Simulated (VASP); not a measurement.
TiN:

```
Ti N
1.0
     0.00000    2.17053    2.17053
     2.17053    0.00000    2.17053
     2.17053    2.17053    0.00000
Ti N
1 1
Cartesian
  0.0000 0.0000 0.0000
  2.1705 2.1705 2.1705
```

```yaml
Program: VASP 6.6.1
Task: relaxation of cell and atoms
Functional: r2SCAN
Potentials_or_basis: VASP PAW PBE potentials, release 64 (Ti_sv, N)
Cutoff: 600 eV
k_mesh: 8 × 8 × 8
Occupations: gaussian, width 0.1 eV
Spin: no spin polarisation
```

At the start: pressure -17.7 GPa; volume 10.23 Å³/atom.

How do energy, volume and symmetry change on relaxing?

Over 3 steps the energy falls by 40.4 meV/atom and the volume is 9.55 Å³/atom (-6.6 %); space group Fm-3m (No. 225, to 0.05 Å).

The path:
```tsv
step	energy change (eV)	largest force (eV/Å)	pressure (GPa)	volume (Å³)
1	0.0000	0.0000	-17.67	20.45
2	0.0992	0.0000	35.24	17.29
3	-0.0807	0.0000	-0.45	19.11
```

Final structure:
```
Ti N
1.0
     0.00000    2.12186    2.12186
     2.12186    0.00000    2.12186
     2.12186    2.12186    0.00000
Ti N
1 1
Cartesian
  0.0000 0.0000 0.0000
  2.1219 2.1219 2.1219
```

Caveat: the PAW data sets were made with another functional, which shifts forces and pressure a little.
